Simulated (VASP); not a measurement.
Set up this calculation in VASP 6.6.1, as the native input.

| Item | Value |
| --- | --- |
| Task | single point |
| Functional | PBEsol |
| Potentials or basis | VASP PAW PBE potentials, release 64 (Fe) |
| Cutoff | 520 eV |
| k mesh | 11 × 11 × 11 |
| Occupations | fermi-dirac, width 0.05 eV |
| Spin | collinear spin, ferromagnetic start |
| Starting moments | [3.0] μB |
| Dipole correction | no |
| Further INCAR settings | ALGO = Normal; EDIFF = 1e-06; NBANDS = 14 |

The structure of Fe lies in POSCAR:

```
Fe
1.0
   -1.4141400000      1.4141400000      1.4430000000
    1.4141400000     -1.4141400000      1.4430000000
    1.4141400000      1.4141400000     -1.4430000000
Fe
1
Direct
    0.0000000000      0.0000000000      0.0000000000
```

These files were run (other wordings do the same):

INCAR

```
  ALGO = Normal
  EDIFF = 1E-6
  ENCUT = 520
  GGA = PS
  ISIF = 2
  ISMEAR = -1
  ISPIN = 2
  LASPH = T
  LCHARG = T
  LELF = T
  LMAXMIX = 4
  LORBIT = 11
  LREAL = F
  LVHAR = T
  LWAVE = F
  MAGMOM = 3
  NBANDS = 14
  NELM = 150
  PREC = Accurate
  SIGMA = 0.05
```

KPOINTS

```
k-points
0
Gamma
  11 11 11
```

Potentials or basis: VASP PAW PBE potentials, release 64 (Fe).

The run is started by

```sh
$ cat potpaw_PBE.64/Fe/POTCAR > POTCAR
$ mpirun -np 1 vasp_std > vasp.out
```

It gave:

```json
{"Pressure": "-11.5 GPa", "Net moment": "2.24 μB per cell", "Site moments": "Fe +2.23 μB", "Valence electrons inside the program's atomic spheres": "Fe 7.24"}
```

Caveat: the PAW data sets were made with another functional, which shifts forces and pressure a little.

Run time: 18 s on 1 thread of Intel(R) Xeon(R) 6975P-C (Granite Rapids) (shared host), peak memory 0.14 GiB.
